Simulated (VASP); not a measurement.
# C (P6_3/mmc) in VASP: notebook, part 2 of 2

VASP 6.6.1.

**3. Single point, r2SCAN (strain +0.0200 x Voigt [0, 0, 1, 0, 0, 0])**

POSCAR

```
C
1.0
    2.4558907252      0.0000000000      0.0000000000
   -1.2279453626      2.1268637570      0.0000000000
    0.0000000000      0.0000000000      7.1907812951
C
4
Direct
    0.0000000000      0.0000000000      0.0025000000
    0.0000000000      0.0000000000      0.5025000000
    0.3333333333      0.6666666667      0.0025000000
    0.6666666667      0.3333333333      0.5025000000
```

INCAR.step1

```
ALGO     = Normal         # electronic algorithm
EDIFF    = 1E-4           # SCF threshold, eV
ENCUT    = 520            # plane-wave cutoff, eV
GGA      = PE             # functional
ISMEAR   = 0              # smearing method
LASPH    = True           # aspherical terms in the spheres
LCHARG   = False          # write CHGCAR
LREAL    = False          # projectors in reciprocal space
LWAVE    = True           # write WAVECAR
NBANDS   = 16             # bands
NELM     = 60             # most SCF steps
PREC     = Accurate       # precision mode
SIGMA    = 0.15           # smearing width, eV
```

INCAR.step2

```
ALGO     = Normal         # electronic algorithm
EDIFF    = 1E-6           # SCF threshold, eV
ENCUT    = 520            # plane-wave cutoff, eV
ISIF     = 2              # what is computed and relaxed
ISMEAR   = 0              # smearing method
ISTART   = 1            
LASPH    = True           # aspherical terms in the spheres
LCHARG   = True           # write CHGCAR
LELF     = True           # ELF
LMIXTAU  = True         
LREAL    = False          # projectors in reciprocal space
LVHAR    = True         
LWAVE    = False          # write WAVECAR
METAGGA  = R2SCAN         # meta-GGA
NBANDS   = 16             # bands
NELM     = 60             # most SCF steps
PREC     = Accurate       # precision mode
SIGMA    = 0.15           # smearing width, eV
```

KPOINTS

```
k-points
0
Gamma
  24 24 8
```

Potentials or basis: VASP PAW PBE potentials, release 64 (C).

Run with:

```console
$ cat potpaw_PBE.64/C/POTCAR > POTCAR
$ cp INCAR.step1 INCAR
$ mpirun -np 1 vasp_std > vasp.out
$ cp INCAR.step2 INCAR
$ mpirun -np 1 vasp_std > vasp.out
```

OUTCAR:

```text
EDIFF = 1E-6
   ENCUT = 520
   ISIF = 2
   ISMEAR = 0
   ISTART = 1
   LASPH = True
   LREAL = False
   METAGGA = R2SCAN
   NELM = 60
   PREC = Accurate

 ion  position               nearest neighbor table
   1  0.000  0.000  0.002-   3 1.42   3 1.42   3 1.42
   2  0.000  0.000  0.502-   4 1.42   4 1.42   4 1.42
   3  0.333  0.667  0.002-   1 1.42   1 1.42   1 1.42
   4  0.667  0.333  0.502-   2 1.42   2 1.42   2 1.42

  LATTYP: Found a hexagonal cell.
 ALAT       =     2.4558907252
 C/A-ratio  =     2.9279728212

  Lattice vectors:

 A1 = (   2.4558907252,   0.0000000000,   0.0000000000)
 A2 = (  -1.2279453626,   2.1268637570,   0.0000000000)
 A3 = (   0.0000000000,   0.0000000000,   7.1907812951)

Analysis of symmetry for initial positions (statically):
=====================================================================
 Subroutine PRICEL returns:
 Original cell was already a primitive cell.

 Routine SETGRP: Setting up the symmetry group for a
 hexagonal supercell.

 Subroutine GETGRP returns: Found 24 space group operations
 (whereof  6 operations were pure point group operations)
 out of a pool of 24 trial point group operations.

The static configuration has the point symmetry C_3v.
 The point group associated with its full space group is D_6h.

Analysis of symmetry for dynamics (positions and initial velocities):
=====================================================================
 Subroutine PRICEL returns:
 Original cell was already a primitive cell.

 Routine SETGRP: Setting up the symmetry group for a
 hexagonal supercell.

 Subroutine GETGRP returns: Found 24 space group operations
 (whereof  6 operations were pure point group operations)
 out of a pool of 24 trial point group operations.

[... 122 lines left out ...]
   IALGO  =     38    algorithm
   IMIX   =      4    mixing-type and parameters
     AMIX     =   0.40;   BMIX     =  1.00
     AMIX_MAG =   1.60;   BMIX_MAG =  1.00
  volume/ion in A,a.u.               =       9.39        63.37
  Fermi-wavevector in a.u.,A,eV,Ry     =   1.231799  2.327763 20.644516  1.517329
  Thomas-Fermi vector in A             =   2.366594
   LORBIT       =      0    0 simple, 1 ext, 2 COOP (PROOUT), +10 PAW based schemes
   METAGGA = R2SCAN    functional components
   LHFCALC =     F    Hartree Fock is set to
   AEXX    =    0.0000 exact exchange contribution
   IVDW    =     0    specifies the selected vdW correction
   LEPSILON=     F    determine dielectric tensor
   LRPA    =     F    only Hartree local field effects (RPA)
 non-spin polarized calculation
 Gauss-broadening in eV      SIGMA  =   0.15
  energy-cutoff  :      520.00
  volume of cell :       37.56
 maximum number of plane-waves:      1034
   NGX =  9   NGY =  9   NGZ = 27

 number of electron      15.9999996 magnetization

 Free energy of the ion-electron system (eV)
  ---------------------------------------------------
  ext. energy  EPLUGINS =         0.00000000
  ---------------------------------------------------
  free energy    TOTEN  =       -39.75203835 eV

  energy without entropy =      -39.75134049  energy(sigma->0) =      -39.75168942

 E-fermi :   4.0970     XC(G=0): -10.6486

 val. band max:        4.0960973263   @ k =   0.3333   0.3333   0.2500
 cond. band min:       4.1004962324   @ k =   0.3333   0.3333   0.5000
 fundamental gap:      0.0043989062
 Fermi energy:         4.0970187058

 k-point     1 :       0.0000    0.0000    0.0000
  band No.  band energies     occupation
      1     -16.8297      2.00000
      2     -16.6602      2.00000
      3      -4.6888      2.00000
      4      -3.2897      2.00000
      5       0.8819      2.00000
      6       0.8819      2.00000
[... 433 lines left out ...]
      3      -9.8156      2.00000
      4      -9.7416      2.00000
      5      -2.8789      2.00000
      6      -2.8486      2.00000
[... 8 lines left out ...]
     15      18.2695      0.00000
     16      19.3826      0.00000

 [... further k-points ...]

------------------------ aborting loop because EDIFF is reached ----------------------------------------

  FORCE on cell =-STRESS in cart. coord.  units (eV):
  Direction    XX          YY          ZZ          XY          YZ          ZX
  --------------------------------------------------------------------------------------
  -------------------------------------------------------------------------------------
  Total        0.2407880      0.2407880     -0.1069067     -0.0000000      0.0000000      0.0000000
  in kB       10.2711866     10.2711866     -4.5602722     -0.0000000      0.0000000      0.0000000
  external PRESSURE =       5.3273670 kB  Pullay stress =       0.0000000 kB

 VOLUME and BASIS-vectors are now :
 -----------------------------------------------------------------------------
  energy-cutoff  :      520.00
  volume of cell :       37.56
      direct lattice vectors                 reciprocal lattice vectors
     2.455890725  0.000000000  0.000000000     0.407184241  0.235087931  0.000000000
    -1.227945363  2.126863757  0.000000000     0.000000000  0.470175862  0.000000000
     0.000000000  0.000000000  7.190781295     0.000000000  0.000000000  0.139066947

 POSITION                                       TOTAL-FORCE (eV/Angst)
 -----------------------------------------------------------------------------------
      0.00000      0.00000      0.01798         0.000000     -0.000000     -0.000000
      0.00000      0.00000      3.61337        -0.000000      0.000000      0.000000
     -0.00000      1.41791      0.01798        -0.000000      0.000000      0.000000
      1.22795      0.70895      3.61337         0.000000     -0.000000      0.000000
 -----------------------------------------------------------------------------------
    total drift:                               -0.000000     -0.000000     -0.000000

  FREE ENERGIE OF THE ION-ELECTRON SYSTEM (eV)
  ---------------------------------------------------
  free  energy   TOTEN  =       -39.7520383506 eV

  energy  without entropy=      -39.7513404888  energy(sigma->0) =      -39.75168942
```

OSZICAR.step1:

```text
N       E                     dE             d eps       ncg     rms          rms(c)
DAV:   1     0.339065315394E+02    0.33907E+02   -0.78420E+03  9760   0.924E+02
DAV:   2    -0.364922677827E+02   -0.70399E+02   -0.63942E+02 13776   0.185E+02
DAV:   3    -0.393545580851E+02   -0.28623E+01   -0.28459E+01 12864   0.349E+01
DAV:   4    -0.393796326536E+02   -0.25075E-01   -0.25064E-01 12416   0.394E+00
DAV:   5    -0.393800473615E+02   -0.41471E-03   -0.41469E-03 12584   0.484E-01    0.906E+00
DAV:   6    -0.374799607250E+02    0.19001E+01   -0.12922E+00 11712   0.710E+00    0.530E+00
DAV:   7    -0.368674317728E+02    0.61253E+00   -0.16070E+00 12112   0.803E+00    0.151E+00
DAV:   8    -0.368781125407E+02   -0.10681E-01   -0.72601E-02 11472   0.160E+00    0.327E-01
DAV:   9    -0.368767873087E+02    0.13252E-02   -0.19743E-03 12496   0.307E-01    0.111E-01
DAV:  10    -0.368770160572E+02   -0.22875E-03   -0.76153E-04 10584   0.174E-01    0.761E-02
DAV:  11    -0.368770117787E+02    0.42785E-05   -0.28670E-05  8592   0.371E-02
   1 F= -.36877012E+02 E0= -.36876659E+02  d E =-.705416E-03
```

Wall time 5.3 min (1 thread of Intel Xeon Platinum 8488C (Sapphire Rapids), shared host); peak memory 0.24 GiB.

What came out:

* Free energy: -39.7520 eV
* Pressure: 0.5 GPa
* Band gap on the k mesh: zero (bands 8 and 9 overlap by 0.01 eV)

Stress tensor (GPa, compression positive):
```
 1.03  0.00  0.00
 0.00  1.03  0.00
 0.00  0.00 -0.46
```

Levels at points of the mesh, in eV from the Fermi level:
| k point | band 6 | band 7 | band 8 | band 9 | band 10 | band 11 |
| --- | --- | --- | --- | --- | --- | --- |
| (0.00, 0.00, 0.00) | -3.22 | -3.21 | -3.21 | 3.87 | 8.72 | 8.72 |
| (0.50, 0.00, 0.00) | -6.81 | -2.80 | -2.32 | 1.61 | 2.16 | 7.66 |
| (0.00, 0.00, 0.50) | -3.21 | -3.21 | -3.21 | 6.12 | 6.12 | 8.73 |
| (0.50, 0.00, 0.50) | -6.83 | -2.53 | -2.53 | 1.78 | 1.78 | 7.78 |

Caveat: the cell differs from its parent crystal (strain +0.0200 x Voigt [0, 0, 1, 0, 0, 0]); the PAW data sets were made with another functional, which shifts forces and pressure a little.

**4. Single point, r2SCAN (strain +0.0300 x Voigt [0, 0, 1, 0, 0, 0])**

POSCAR: that of step 3 with these lines changed.

```diff
@@ -4,3 +4,3 @@
    -1.2279453626      2.1268637570      0.0000000000
-    0.0000000000      0.0000000000      7.1907812951
+    0.0000000000      0.0000000000      7.2612791509
 C
```

INCAR.step1

```
  PREC = Accurate
  ENCUT = 520
  ISMEAR = 0
  SIGMA = 0.15
  LREAL = False
  LASPH = True
  NELM = 100
  NBANDS = 16
  GGA = PE
  ALGO = Normal
  EDIFF = 1E-4
  LWAVE = True
  LCHARG = False
```

INCAR.step2

```
  PREC = Accurate
  ENCUT = 520
  EDIFF = 1E-7
  ISMEAR = 0
  SIGMA = 0.15
  LREAL = False
  LASPH = True
  NELM = 100
  ALGO = Normal
  ISIF = 2
  LWAVE = False
  LCHARG = False
  METAGGA = R2SCAN
  LMIXTAU = True
  NBANDS = 16
  ISTART = 1
```

KPOINTS

```
regular mesh
0
Gamma
  24 24 8
```

Potentials or basis: VASP PAW PBE potentials, release 64 (C).

Run with:

```console
$ cat potpaw_PBE.64/C/POTCAR > POTCAR
$ cp INCAR.step1 INCAR
$ mpirun -np 1 vasp_std > vasp.out
$ cp INCAR.step2 INCAR
$ mpirun -np 1 vasp_std > vasp.out
```

OUTCAR:

```text
PREC = Accurate
   ENCUT = 520
   EDIFF = 1E-7
   ISMEAR = 0
   LREAL = False
   LASPH = True
   NELM = 100
   ISIF = 2
   METAGGA = R2SCAN
   ISTART = 1

 ion  position               nearest neighbor table
   1  0.000  0.000  0.002-   3 1.42   3 1.42   3 1.42
   2  0.000  0.000  0.502-   4 1.42   4 1.42   4 1.42
   3  0.333  0.667  0.002-   1 1.42   1 1.42   1 1.42
   4  0.667  0.333  0.502-   2 1.42   2 1.42   2 1.42

  LATTYP: Found a hexagonal cell.
 ALAT       =     2.4558907252
 C/A-ratio  =     2.9566784370

  Lattice vectors:

 A1 = (   2.4558907252,   0.0000000000,   0.0000000000)
 A2 = (  -1.2279453626,   2.1268637570,   0.0000000000)
 A3 = (   0.0000000000,   0.0000000000,   7.2612791509)

Analysis of symmetry for initial positions (statically):
=====================================================================
 Subroutine PRICEL returns:
 Original cell was already a primitive cell.

 Routine SETGRP: Setting up the symmetry group for a
 hexagonal supercell.

 Subroutine GETGRP returns: Found 24 space group operations
[... 172 lines left out ...]

 val. band max:        4.0165445494   @ k =   0.3333   0.3333   0.2500
 cond. band min:       4.0205440294   @ k =   0.3333   0.3333   0.5000
 fundamental gap:      0.0039994799
 Fermi energy:         4.0174623466

 k-point     1 :       0.0000    0.0000    0.0000
  band No.  band energies     occupation
      1     -16.9050      2.00000
      2     -16.7490      2.00000
      3      -4.7375      2.00000
      4      -3.4121      2.00000
      5       0.8001      2.00000
      6       0.8001      2.00000
[... 433 lines left out ...]
      3      -9.8946      2.00000
      4      -9.8268      2.00000
      5      -2.9597      2.00000
      6      -2.9323      2.00000
[... 8 lines left out ...]
     15      18.0972      0.00000
     16      19.2171      0.00000

 [... further k-points ...]

------------------------ aborting loop because EDIFF is reached ----------------------------------------

  FORCE on cell =-STRESS in cart. coord.  units (eV):
  Direction    XX          YY          ZZ          XY          YZ          ZX
  --------------------------------------------------------------------------------------
  -------------------------------------------------------------------------------------
  Total        0.2459904      0.2459904     -0.1400686     -0.0000000      0.0000000      0.0000000
  in kB       10.3912270     10.3912270     -5.9168340     -0.0000000      0.0000000      0.0000000
  external PRESSURE =       4.9552067 kB  Pullay stress =       0.0000000 kB

 VOLUME and BASIS-vectors are now :
 -----------------------------------------------------------------------------
  energy-cutoff  :      520.00
  volume of cell :       37.93
      direct lattice vectors                 reciprocal lattice vectors
     2.455890725  0.000000000  0.000000000     0.407184241  0.235087931  0.000000000
    -1.227945363  2.126863757  0.000000000     0.000000000  0.470175862  0.000000000
     0.000000000  0.000000000  7.261279151     0.000000000  0.000000000  0.137716782

 POSITION                                       TOTAL-FORCE (eV/Angst)
 -----------------------------------------------------------------------------------
      0.00000      0.00000      0.01815         0.000000     -0.000000      0.000000
      0.00000      0.00000      3.64879        -0.000000      0.000000      0.000000
     -0.00000      1.41791      0.01815        -0.000000     -0.000000     -0.000000
      1.22795      0.70895      3.64879         0.000000     -0.000000      0.000000
 -----------------------------------------------------------------------------------
    total drift:                               -0.000000     -0.000000     -0.000007

  FREE ENERGIE OF THE ION-ELECTRON SYSTEM (eV)
  ---------------------------------------------------
  free  energy   TOTEN  =       -39.7510966748 eV

  energy  without entropy=      -39.7503912882  energy(sigma->0) =      -39.75074398
```

OSZICAR.step1:

```text
N       E                     dE             d eps       ncg     rms          rms(c)
DAV:   1     0.345755441266E+02    0.34576E+02   -0.78574E+03  9760   0.923E+02
DAV:   2    -0.364462965177E+02   -0.71022E+02   -0.64937E+02 13880   0.187E+02
DAV:   3    -0.393638065463E+02   -0.29175E+01   -0.29019E+01 12976   0.353E+01
DAV:   4    -0.393899050253E+02   -0.26098E-01   -0.26082E-01 12280   0.403E+00
DAV:   5    -0.393903371607E+02   -0.43214E-03   -0.43211E-03 12712   0.491E-01    0.906E+00
DAV:   6    -0.374865433116E+02    0.19038E+01   -0.13008E+00 11656   0.710E+00    0.530E+00
DAV:   7    -0.368704732972E+02    0.61607E+00   -0.16178E+00 12136   0.802E+00    0.151E+00
DAV:   8    -0.368813126315E+02   -0.10839E-01   -0.72068E-02 11528   0.159E+00    0.320E-01
DAV:   9    -0.368800512811E+02    0.12614E-02   -0.19053E-03 12488   0.302E-01    0.112E-01
DAV:  10    -0.368802865372E+02   -0.23526E-03   -0.77670E-04 10496   0.175E-01    0.755E-02
DAV:  11    -0.368802830963E+02    0.34410E-05   -0.28076E-05  8856   0.367E-02
   1 F= -.36880283E+02 E0= -.36879926E+02  d E =-.713762E-03
```

Run time: 6.8 min. Hardware: 1 thread of Intel Xeon Platinum 8488C (Sapphire Rapids), shared host; peak memory 0.25 GiB.

Results:

```
Free energy            : -39.7511 eV
Pressure               : 0.5 GPa
Band gap on the k mesh : zero (bands 8 and 9 overlap by 0.01 eV)
```

Caveat: the cell differs from its parent crystal (strain +0.0300 x Voigt [0, 0, 1, 0, 0, 0]); the PAW data sets were made with another functional, which shifts forces and pressure a little.

**5. Summary**

```csv
cell,gap on the mesh (eV),pressure (GPa)
"a = 2.456, b = 2.456, c = 7.120 Å, angles 90.0, 90.0, 120.0°, 4 atoms",none,0.6
"a = 2.456, b = 2.456, c = 7.191 Å, angles 90.0, 90.0, 120.0°, 4 atoms",none,0.5
"a = 2.456, b = 2.456, c = 7.261 Å, angles 90.0, 90.0, 120.0°, 4 atoms",none,0.5
```

Alike in all rows: task single point; level r2SCAN; potentials or basis VASP PAW PBE potentials, release 64 (C); no spin polarisation; k mesh 24 × 24 × 8; cutoff (eV) 520; smearing gaussian 0.15 eV.

Caveats: the PAW data sets were made with another functional, which shifts forces and pressure a little.

Absolute energies hang on the potentials; compare differences alone.
